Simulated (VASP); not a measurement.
# TiO2 (I4_1/amd) in VASP: notebook

Runs on TiO2. Level: PBE+U. Tasks: single point.

Everything below comes from runs of VASP 6.6.1. Logs are shortened: lines on timing, memory, paths and dates and some standing lists are left out, and cuts for length are marked.

## Step 1: The cell of the first run

Symmetry: I4_1/amd, No. 141, tetragonal system. Conventional cell: a = 3.818 Å, b = 3.818 Å, c = 8.310 Å, α = 90.00°, β = 90.00°, γ = 90.00°. Within 2.3 Å of Ti (site symmetry -4m2) lie 6 O at 1.71 to 1.94 Å. O (site symmetry 2mm) has 3 Ti at 1.71 to 1.94 Å and 2 O at 2.33 Å within 2.4 Å.

## Step 2: Single point, PBE+U (strain -0.1500 x Voigt [0, 0, 1, 0, 0, 0])

File INCAR:

```
SYSTEM = TiO2
ALGO = Normal
EDIFF = 1E-6
ENCUT = 520
GGA = PE
ISIF = 2
ISMEAR = 0
LASPH = .TRUE.
LCHARG = .FALSE.
LDAU = .TRUE.
LDAUJ = 0 0
LDAUL = 2 -1
LDAUPRINT = 1
LDAUTYPE = 2
LDAUU = 4 0
LMAXMIX = 4
LREAL = .FALSE.
LWAVE = .FALSE.
NBANDS = 33
NELM = 150
PREC = Accurate
SIGMA = 0.05
```

File KPOINTS:

```
k-points
0
G
  8 8 8
  0 0 0
```

File POSCAR:

```
TiO2
1.0
   -1.9089353641      1.9089353641      4.1551070718
    1.9089353641     -1.9089353641      4.1551070718
    1.9089353641      1.9089353641     -4.1551070718
Ti O
2 4
Direct
    0.0000000000      0.0000000000      0.0000000000
    0.7500000000      0.2500000000      0.5000000000
    0.2052765759      0.2052765759      0.0000000000
    0.9552765759      0.4552765759      0.5000000000
    0.5447234241      0.0447234241      0.5000000000
    0.7947234241      0.7947234241      0.0000000000
```

Potentials or basis: VASP PAW PBE potentials, release 64 (Ti_sv, O).

Launch:

```sh
cat potpaw_PBE.64/Ti_sv/POTCAR potpaw_PBE.64/O/POTCAR > POTCAR
mpirun -np 1 vasp_std > vasp.out
```

OUTCAR:

```text
SYSTEM = TiO2
   EDIFF = 1E-6
   ENCUT = 520
   GGA = PE
   ISIF = 2
   ISMEAR = 0
   LASPH = .TRUE.
   LREAL = .FALSE.
   NELM = 150
   PREC = Accurate

 ion  position               nearest neighbor table
   1  0.000  0.000  0.000-   3 1.71   6 1.71   4 1.94   5 1.94   5 1.94   4 1.94   2 2.82   2 2.82
                             2 2.82   2 2.82
   2  0.750  0.250  0.500-   4 1.71   5 1.71   6 1.94   3 1.94   6 1.94   3 1.94   1 2.82   1 2.82
                             1 2.82   1 2.82
   3  0.205  0.205  0.000-   1 1.71   2 1.94   2 1.94
   4  0.955  0.455  0.500-   2 1.71   1 1.94   1 1.94
   5  0.545  0.045  0.500-   2 1.71   1 1.94   1 1.94
   6  0.795  0.795  0.000-   1 1.71   2 1.94   2 1.94

  LATTYP: Found a body centered tetragonal cell.
 ALAT       =     3.8178707282
 C/A-ratio  =     2.1766620023

  Lattice vectors:

 A1 = (  -1.9089353641,   1.9089353641,   4.1551070718)
 A2 = (   1.9089353641,  -1.9089353641,   4.1551070718)
 A3 = (   1.9089353641,   1.9089353641,  -4.1551070718)

Analysis of symmetry for initial positions (statically):
=====================================================================
 Subroutine PRICEL returns:
 Original cell was already a primitive cell.

 Routine SETGRP: Setting up the symmetry group for a
 body centered tetragonal supercell.

 Subroutine GETGRP returns: Found 16 space group operations
 (whereof  8 operations were pure point group operations)
 out of a pool of 16 trial point group operations.

The static configuration has the point symmetry D_2d.
 The point group associated with its full space group is D_4h.

Analysis of symmetry for dynamics (positions and initial velocities):
=====================================================================
 Subroutine PRICEL returns:
 Original cell was already a primitive cell.

 Routine SETGRP: Setting up the symmetry group for a
 body centered tetragonal supercell.

 Subroutine GETGRP returns: Found 16 space group operations
 (whereof  8 operations were pure point group operations)
[... 202 lines left out ...]
 -0.0000  0.1427 -0.0000  0.0000 -0.0000
  0.0000 -0.0000  0.3862  0.0000  0.0000
 -0.0000  0.0000  0.0000  0.1427 -0.0000
  0.0000 -0.0000  0.0000 -0.0000  0.2241

 occupancies and eigenvectors

  o =  0.0791  v =  1.0000  0.0000  0.0000  0.0000  0.0000  0.0000  0.0000  0.0000  0.0000  0.0000      0.0000  0.0000  0.0000  0.0000  0.0000  0.0000  0.0000  0.0000  0.0000  0.0000
  o =  0.0791  v =  0.0000  0.0000  0.0000  0.0000  0.0000  1.0000  0.0000  0.0000  0.0000  0.0000      0.0000  0.0000  0.0000  0.0000  0.0000  0.0000  0.0000  0.0000  0.0000  0.0000
  o =  0.1427  v =  0.0000 -0.3766  0.0000 -0.9264  0.0000  0.0000  0.0000  0.0000  0.0000  0.0000      0.0000  0.0000  0.0000  0.0000  0.0000  0.0000  0.0000  0.0000  0.0000  0.0000
  o =  0.1427  v =  0.0000  0.0000  0.0000  0.0000  0.0000  0.0000 -0.3766  0.0000 -0.9264  0.0000      0.0000  0.0000  0.0000  0.0000  0.0000  0.0000  0.0000  0.0000  0.0000  0.0000
  o =  0.1427  v =  0.0000 -0.9264  0.0000  0.3766  0.0000  0.0000  0.0000  0.0000  0.0000  0.0000      0.0000  0.0000  0.0000  0.0000  0.0000  0.0000  0.0000  0.0000  0.0000  0.0000
  o =  0.1427  v =  0.0000  0.0000  0.0000  0.0000  0.0000  0.0000 -0.9264  0.0000  0.3766  0.0000      0.0000  0.0000  0.0000  0.0000  0.0000  0.0000  0.0000  0.0000  0.0000  0.0000
  o =  0.2241  v =  0.0000 -0.0000  0.0000 -0.0000 -1.0000  0.0000  0.0000  0.0000  0.0000  0.0000      0.0000  0.0000  0.0000  0.0000  0.0000  0.0000  0.0000  0.0000  0.0000  0.0000
  o =  0.2241  v =  0.0000  0.0000  0.0000  0.0000  0.0000  0.0000 -0.0000  0.0000 -0.0000 -1.0000      0.0000  0.0000  0.0000  0.0000  0.0000  0.0000  0.0000  0.0000  0.0000  0.0000
  o =  0.3862  v =  0.0000  0.0000 -1.0000 -0.0000 -0.0000  0.0000  0.0000  0.0000  0.0000  0.0000      0.0000  0.0000  0.0000  0.0000  0.0000  0.0000  0.0000  0.0000  0.0000  0.0000
  o =  0.3862  v =  0.0000  0.0000  0.0000  0.0000  0.0000  0.0000  0.0000 -1.0000 -0.0000 -0.0000      0.0000  0.0000  0.0000  0.0000  0.0000  0.0000  0.0000  0.0000  0.0000  0.0000

 number of electron      48.0000004 magnetization

 Free energy of the ion-electron system (eV)
  ---------------------------------------------------
  ext. energy  EPLUGINS =         0.00000000
  ---------------------------------------------------
  free energy    TOTEN  =       -44.65442067 eV

  energy without entropy =      -44.65442067  energy(sigma->0) =      -44.65442067

 E-fermi :   4.8121     XC(G=0): -11.3011

 val. band max:        4.5401304139   @ k =  -0.3750   0.3750   0.0000
 cond. band min:       7.5154763238   @ k =   0.0000   0.0000   0.0000
 fundamental gap:      2.9753459098
 Fermi energy:         4.8121014313

 k-point     1 :       0.0000    0.0000    0.0000
  band No.  band energies     occupation
      1     -51.9527      2.00000
      2     -51.7959      2.00000
      3     -28.9720      2.00000
      4     -28.2361      2.00000
      5     -28.2076      2.00000
      6     -28.2076      2.00000
[... 853 lines left out ...]
     32      12.4626      0.00000
     33      13.4616      0.00000

 [... further k-points ...]

------------------------ aborting loop because EDIFF is reached ----------------------------------------

  FORCE on cell =-STRESS in cart. coord.  units (eV):
  Direction    XX          YY          ZZ          XY          YZ          ZX
  --------------------------------------------------------------------------------------
  -------------------------------------------------------------------------------------
  Total       11.9087285     11.9087285     54.5986724      0.0000000      0.0000000      0.0000000
  in kB      315.0295682    315.0295682   1444.3352375      0.0000000      0.0000000      0.0000000
  external PRESSURE =     691.4647913 kB  Pullay stress =       0.0000000 kB

 VOLUME and BASIS-vectors are now :
 -----------------------------------------------------------------------------
  energy-cutoff  :      520.00
  volume of cell :       60.57
      direct lattice vectors                 reciprocal lattice vectors
    -1.908935364  1.908935364  4.155107072     0.000000000  0.261926103  0.120333843
     1.908935364 -1.908935364  4.155107072     0.261926103  0.000000000  0.120333843
     1.908935364  1.908935364 -4.155107072     0.261926103  0.261926103  0.000000000

 POSITION                                       TOTAL-FORCE (eV/Angst)
 -----------------------------------------------------------------------------------
      0.00000      0.00000      0.00000         0.000000      0.000000     -0.000000
     -0.00000      1.90894      2.07755         0.000000      0.000000     -0.000000
      0.00000      0.00000      1.70589        -0.000000     -0.000000      7.118672
      0.00000      1.90894      3.78345        -0.000000     -0.000000      7.118672
      0.00000      1.90894      0.37166         0.000000      0.000000     -7.118672
      0.00000      0.00000      6.60432        -0.000000     -0.000000     -7.118672
 -----------------------------------------------------------------------------------
    total drift:                               -0.000000      0.000000     -0.000000

  FREE ENERGIE OF THE ION-ELECTRON SYSTEM (eV)
  ---------------------------------------------------
  free  energy   TOTEN  =       -44.6544206689 eV

  energy  without entropy=      -44.6544206689  energy(sigma->0) =      -44.65442067
```

stdout:

```text
POSCAR found type information on POSCAR TiO
 POSCAR found :  2 types and       6 ions
 scaLAPACK will be used
 LDA part: xc-table for (Slater+PW92), standard interpolation
 POSCAR, INCAR and KPOINTS ok, starting setup
 FFT: planning ... GRIDC
 FFT: planning ... GRID_SOFT
 FFT: planning ... GRID
 WAVECAR not read
 entering main loop
```

Run time: 100 s. Hardware: 1 thread of Intel Xeon 6975P-C (Granite Rapids), shared host; peak memory 0.28 GiB.

Results:

```
Free energy            : -44.6544 eV
Pressure               : 69.1 GPa
Largest force          : 7.119 eV/Å
Band gap on the k mesh : 2.98 eV (least direct gap 3.05 eV)
```

Forces on the atoms (eV/Å):
```
Ti   0.000  0.000  0.000
Ti   0.000  0.000  0.000
O    0.000  0.000  7.119
O    0.000  0.000  7.119
O    0.000  0.000 -7.119
O    0.000  0.000 -7.119
```

Eigenvalues of the final occupation matrices:
```tsv
site	spin	trace	eigenvalues
site 1 d	1	0.97	0.08 0.14 0.14 0.22 0.39
site 1 d	2	0.97	0.08 0.14 0.14 0.22 0.39
site 2 d	1	0.97	0.08 0.14 0.14 0.22 0.39
site 2 d	2	0.97	0.08 0.14 0.14 0.22 0.39
```

Caveat: the cell differs from its parent crystal (strain -0.1500 x Voigt [0, 0, 1, 0, 0, 0]); the cell stands under pressure; forces of over 1 eV/Å act on the atoms, so gaps and moduli don't describe the material at rest. A k mesh can miss the band edges.

## Step 3: Single point, PBE+U (strain -0.1125 x Voigt [0, 0, 1, 0, 0, 0])

File INCAR:

```
ALGO     = Normal         # electronic algorithm
EDIFF    = 1E-6           # SCF threshold, eV
ENCUT    = 520            # plane-wave cutoff, eV
GGA      = PE             # functional
ISIF     = 2              # what is computed and relaxed
ISMEAR   = 0              # smearing method
LASPH    = T              # aspherical terms in the spheres
LCHARG   = F              # write CHGCAR
LDAU     = T              # DFT+U
LDAUJ    = 0 0          
LDAUL    = 2 -1           # shell
LDAUPRINT= 1            
LDAUTYPE = 2            
LDAUU    = 4 0            # U, eV
LMAXMIX  = 4              # l up to which the mixer works
LREAL    = F              # projectors in reciprocal space
LWAVE    = F              # write WAVECAR
NBANDS   = 33             # bands
NELM     = 150            # most SCF steps
PREC     = Accurate       # precision mode
SIGMA    = 0.05           # smearing width, eV
```

File KPOINTS:

```
k-points
0
Gamma
  8 8 8
```

POSCAR: that of step 2 with these lines changed.

```diff
@@ -2,5 +2,5 @@
 1.0
-   -1.9089353641      1.9089353641      4.1551070718
-    1.9089353641     -1.9089353641      4.1551070718
-    1.9089353641      1.9089353641     -4.1551070718
+   -1.9089353641      1.9089353641      4.3384206190
+    1.9089353641     -1.9089353641      4.3384206190
+    1.9089353641      1.9089353641     -4.3384206190
 Ti O
```

Potentials or basis: VASP PAW PBE potentials, release 64 (Ti_sv, O).

Launch:

```sh
cat potpaw_PBE.64/Ti_sv/POTCAR potpaw_PBE.64/O/POTCAR > POTCAR
mpirun -np 1 vasp_std > vasp.out
```

OUTCAR:

```text
EDIFF = 1E-6
   ENCUT = 520
   GGA = PE
   ISIF = 2
   ISMEAR = 0
   LASPH = T
   LREAL = F
   NELM = 150
   PREC = Accurate

 ion  position               nearest neighbor table
   1  0.000  0.000  0.000-   3 1.78   6 1.78   4 1.95   5 1.95   5 1.95   4 1.95   2 2.89   2 2.89
                             2 2.89   2 2.89
   2  0.750  0.250  0.500-   4 1.78   5 1.78   6 1.95   3 1.95   6 1.95   3 1.95   1 2.89   1 2.89
                             1 2.89   1 2.89
   3  0.205  0.205  0.000-   1 1.78   2 1.95   2 1.95
   4  0.955  0.455  0.500-   2 1.78   1 1.95   1 1.95
   5  0.545  0.045  0.500-   2 1.78   1 1.95   1 1.95
[... 1145 lines left out ...]
  -------------------------------------------------------------------------------------
  Total        9.2534584      9.2534584     34.9527173      0.0000000     -0.0000000     -0.0000000
  in kB      234.4447793    234.4447793    885.5588600      0.0000000     -0.0000000     -0.0000000
  external PRESSURE =     451.4828062 kB  Pullay stress =       0.0000000 kB

 VOLUME and BASIS-vectors are now :
 -----------------------------------------------------------------------------
  energy-cutoff  :      520.00
  volume of cell :       63.24
      direct lattice vectors                 reciprocal lattice vectors
    -1.908935364  1.908935364  4.338420619     0.000000000  0.261926103  0.115249314
     1.908935364 -1.908935364  4.338420619     0.261926103  0.000000000  0.115249314
     1.908935364  1.908935364 -4.338420619     0.261926103  0.261926103  0.000000000

 POSITION                                       TOTAL-FORCE (eV/Angst)
 -----------------------------------------------------------------------------------
      0.00000      0.00000      0.00000        -0.000000     -0.000000      0.000000
     -0.00000      1.90894      2.16921        -0.000000     -0.000000      0.000000
      0.00000      0.00000      1.78115         0.000000      0.000000      4.297081
      0.00000      1.90894      3.95036        -0.000000     -0.000000      4.297081
      0.00000      1.90894      0.38806         0.000000      0.000000     -4.297081
      0.00000      0.00000      6.89569        -0.000000     -0.000000     -4.297081
 -----------------------------------------------------------------------------------
    total drift:                               -0.000000      0.000000     -0.000000

  FREE ENERGIE OF THE ION-ELECTRON SYSTEM (eV)
  ---------------------------------------------------
  free  energy   TOTEN  =       -46.5749538199 eV

  energy  without entropy=      -46.5749538199  energy(sigma->0) =      -46.57495382
```

stdout:

```text
POSCAR found type information on POSCAR TiO
 POSCAR found :  2 types and       6 ions
 scaLAPACK will be used
 LDA part: xc-table for (Slater+PW92), standard interpolation
 POSCAR, INCAR and KPOINTS ok, starting setup
 FFT: planning ... GRIDC
 FFT: planning ... GRID_SOFT
 FFT: planning ... GRID
 WAVECAR not read
 entering main loop
```

It took 89 s on 1 thread of Intel Xeon 6975P-C (Granite Rapids), shared host; peak memory 0.28 GiB.

Results:

```
Free energy            : -46.5750 eV
Pressure               : 45.1 GPa
Largest force          : 4.297 eV/Å
Band gap on the k mesh : 2.99 eV (least direct gap 3.23 eV)
```

Forces on the atoms (eV/Å):
```
Ti   0.000  0.000  0.000
Ti   0.000  0.000  0.000
O    0.000  0.000  4.297
O    0.000  0.000  4.297
O    0.000  0.000 -4.297
O    0.000  0.000 -4.297
```

Eigenvalues of the final occupation matrices:
```
    site  spin  trace               eigenvalues
site 1 d     1   0.91  0.09 0.13 0.13 0.23 0.34
site 1 d     2   0.91  0.09 0.13 0.13 0.23 0.34
site 2 d     1   0.91  0.09 0.13 0.13 0.23 0.34
site 2 d     2   0.91  0.09 0.13 0.13 0.23 0.34
```

Caveat: the cell differs from its parent crystal (strain -0.1125 x Voigt [0, 0, 1, 0, 0, 0]); the cell stands under pressure; forces of over 1 eV/Å act on the atoms, so gaps and moduli don't describe the material at rest. A k mesh can miss the band edges.

## Step 4: Single point, PBE+U (strain -0.0750 x Voigt [0, 0, 1, 0, 0, 0])

File INCAR:

```
  PREC = Accurate
  ENCUT = 520
  EDIFF = 1E-6
  ISMEAR = 0
  SIGMA = 0.05
  LREAL = F
  LASPH = T
  NELM = 150
  ALGO = Normal
  ISIF = 2
  LWAVE = F
  LCHARG = F
  LMAXMIX = 4
  LDAU = T
  LDAUTYPE = 2
  LDAUL = 2 -1
  LDAUU = 4 0
  LDAUJ = 0 0
  LDAUPRINT = 1
  GGA = PE
  NBANDS = 33
```

File KPOINTS:

```
Automatic mesh
0
Gamma
  8 8 8
```

POSCAR: that of step 3 with these lines changed.

```diff
@@ -2,5 +2,5 @@
 1.0
-   -1.9089353641      1.9089353641      4.3384206190
-    1.9089353641     -1.9089353641      4.3384206190
-    1.9089353641      1.9089353641     -4.3384206190
+   -1.9089353641      1.9089353641      4.5217341663
+    1.9089353641     -1.9089353641      4.5217341663
+    1.9089353641      1.9089353641     -4.5217341663
 Ti O
```

Launch:

```sh
cat potpaw_PBE.64/Ti_sv/POTCAR potpaw_PBE.64/O/POTCAR > POTCAR
mpirun -np 1 vasp_std > vasp.out
```

Run time: 89 s. Hardware: 1 thread of Intel Xeon 6975P-C (Granite Rapids), shared host; peak memory 0.29 GiB.

Results (log left out):

* Free energy: -47.7091 eV
* Pressure: 27.3 GPa
* Largest force: 2.340 eV/Å
* Band gap on the k mesh: 2.91 eV (least direct gap 3.15 eV)

Forces on the atoms (eV/Å):
```
Ti   0.000  0.000  0.000
Ti   0.000  0.000  0.000
O    0.000  0.000  2.340
O    0.000  0.000  2.340
O    0.000  0.000 -2.340
O    0.000  0.000 -2.340
```

Stress tensor (GPa, compression positive):
```
16.29  0.00  0.00
 0.00 16.29  0.00
 0.00  0.00 49.30
```

Levels at points of the mesh, in eV from the valence-band top:
```tsv
k point	band 20	band 21	band 22	band 23	band 24	band 25	band 26	band 27	band 28	band 29
(0.00, 0.00, 0.00)	-0.48	-0.41	-0.41	-0.38	-0.38	2.91	3.94	4.95	4.95	5.00
(0.50, 0.00, 0.00)	-1.81	-1.72	-0.87	-0.54	-0.41	4.03	4.44	4.44	4.64	5.22
(0.50, 0.50, 0.00)	-2.57	-1.75	-1.75	-0.01	-0.01	4.34	4.34	4.75	4.75	5.73
(0.50, 0.50, 0.50)	-1.20	-1.02	-1.02	-0.03	-0.03	3.40	3.40	4.83	4.83	5.19
```

Eigenvalues of the final occupation matrices:
```
    site  spin  trace               eigenvalues
site 1 d     1   0.86  0.09 0.11 0.11 0.24 0.30
site 1 d     2   0.86  0.09 0.11 0.11 0.24 0.30
site 2 d     1   0.86  0.09 0.11 0.11 0.24 0.30
site 2 d     2   0.86  0.09 0.11 0.11 0.24 0.30
```

Caveat: the cell differs from its parent crystal (strain -0.0750 x Voigt [0, 0, 1, 0, 0, 0]); the cell stands under pressure; forces of over 1 eV/Å act on the atoms, so gaps and moduli don't describe the material at rest.

## Step 5: Overview

| cell | gap on the mesh (eV) | pressure (GPa) | largest force (eV/Å) |
| --- | --- | --- | --- |
| a = 4.955 Å, angles 134.7, 134.7, 66.0°, 6 atoms | 2.98 | 69.1 | 7.12 |
| a = 5.110 Å, angles 136.1, 136.1, 63.8°, 6 atoms | 2.99 | 45.1 | 4.30 |
| a = 5.266 Å, angles 137.5, 137.5, 61.7°, 6 atoms | 2.91 | 27.3 | 2.34 |

Alike in all rows: task single point; level PBE+U; potentials or basis VASP PAW PBE potentials, release 64 (Ti_sv, O); no spin polarisation; Ti d U = 4.0 eV; k mesh 8 × 8 × 8; cutoff (eV) 520; smearing gaussian 0.05 eV.

Caveats: the cell stands under pressure; forces of over 1 eV/Å act on the atoms, so gaps and moduli don't describe the material at rest.

Total energies depend on the potentials used, so only differences within one code and one set of settings carry meaning.
